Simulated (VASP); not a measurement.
A run of VASP 6.6.1 is set up as follows.

POSCAR

```
W
1.0
   -1.5848038465      1.5848038465      1.5848038465
    1.5848038465     -1.5848038465      1.5848038465
    1.5848038465      1.5848038465     -1.5848038465
W
1
Direct
    0.0000000000      0.0000000000      0.0000000000
```

INCAR.step1

```
ALGO = Normal
EDIFF = 1E-4
ENCUT = 520
GGA = PE
ISMEAR = 1
LASPH = T
LCHARG = F
LREAL = F
LWAVE = T
NBANDS = 13
NELM = 60
PREC = Accurate
SIGMA = 0.3
```

INCAR.step2

```
ALGO = Normal
EDIFF = 1E-6
ENCUT = 520
ISIF = 2
ISMEAR = 1
ISTART = 1
LASPH = T
LCHARG = T
LELF = T
LMIXTAU = T
LREAL = F
LVHAR = T
LWAVE = F
METAGGA = R2SCAN
NBANDS = 13
NELM = 60
PREC = Accurate
SIGMA = 0.3
```

Contents of KPOINTS:

```
k-points
0
Gamma
  14 14 14
```

Potentials or basis: VASP PAW PBE potentials, release 64 (W_sv).

Run with:

```console
$ cat potpaw_PBE.64/W_sv/POTCAR > POTCAR
$ cp INCAR.step1 INCAR
$ mpirun -np 1 vasp_std > vasp.out
$ cp INCAR.step2 INCAR
$ mpirun -np 1 vasp_std > vasp.out
```

Problem. What does it give for the band gap on the k mesh?

Solution. Zero (bands 7 and 8 overlap by 6.58 eV).

Problem. What does it give for the pressure?

Solution. 1.2 GPa.

Caveat: so wide a smearing shifts energies and pressures; the PAW data sets were made with another functional, which shifts forces and pressure a little; spin-orbit coupling is left out, which moves the levels of the heavy elements.
